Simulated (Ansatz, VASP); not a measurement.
One calculation of MnPt2, two programs

```xyz
3
Lattice="2.8584 0.0000 0.0000 -1.4292 2.4755 0.0000 0.0000 0.0000 6.5325" Properties=species:S:1:pos:R:3 pbc="T T T"
Mn    0.0000    0.0000    0.0000
Pt    0.0000    1.6503    4.4669
Pt    1.4292    0.8252    2.0656
```

Alike in both runs: task single point; functional PBE; k mesh 6 × 6 × 4; occupations gaussian, width 0.1 eV; collinear spin.

|  | VASP | Ansatz |
| --- | --- | --- |
| version | VASP 6.6.1 | Ansatz 0.2.0 |
| potentials or method | VASP PAW PBE potentials, release 64 (Mn_pv, Pt), cutoff 520 eV | scalar-relativistic, plane waves, PAW |
| valence electrons in the cell | 33 | 51 |

|  | VASP | Ansatz | Ansatz less VASP |
| --- | --- | --- | --- |
| gap on the k mesh at the Fermi level (eV) | none | none | - |
| pressure (GPa) | -1.0 | -0.8 | +0.18 |
| traceless stress, the component that is largest in VASP (GPa) | 2.27 | 2.17 | -0.100 |
| rms of the force components (eV/Å) | 0.008 | 0.005 | -0.0040 |
| net moment per atom (μB) | 1.55 | 1.54 | -0.003 |
| size of the moment on the site where the two differ most (μB) | 3.78 | 3.76 | -0.026 |

Site moments also hang on the region over which each program counts them. Atom by atom the forces differ by 0.004 eV/Å (rms over components). A gap of «none» marks a metal or a gap that the smearing closes. With one functional, cell and mesh, what is left measures potentials, basis and numerics. VASP's potentials hold 33 valence electrons a cell and Ansatz's 51, so a difference there can come from the potentials and not from the codes.

The k mesh is coarse, so the values compare programs but aren't converged. Spin-orbit coupling is off throughout.
